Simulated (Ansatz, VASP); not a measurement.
## One calculation of TlBr, two programs

```
Tl Br
1.0
     3.99491    0.00000    0.00000
     0.00000    3.99491    0.00000
     0.00000    0.00000    3.99491
Tl Br
1 1
Direct
  0.00000 0.00000 0.00000
  0.50000 0.50000 0.50000
```

Alike in both runs: task single point; functional HSE06; k mesh 4 × 4 × 4; no spin polarisation.

|  | VASP | Ansatz |
| --- | --- | --- |
| version | VASP 6.6.1 | Ansatz 0.2.0 |
| potentials or method | VASP PAW PBE potentials, release 64 (Tl_d, Br) | plane waves, PAW |
| plane-wave cutoff (eV) | 400 | 420 |
| occupations | gaussian, width 0.01 eV | fixed |
| valence electrons in the cell | 20 | 20 |

|  | VASP | Ansatz | Ansatz less VASP |
| --- | --- | --- | --- |
| gap on the k mesh at the Fermi level (eV) | 2.59 | 2.58 | -0.006 |
| pressure (GPa) | 0.6 | 0.7 | +0.10 |

Ansatz's warnings: stress exchange threshold loose, stress scf threshold loose.

Spin-orbit coupling is off throughout.
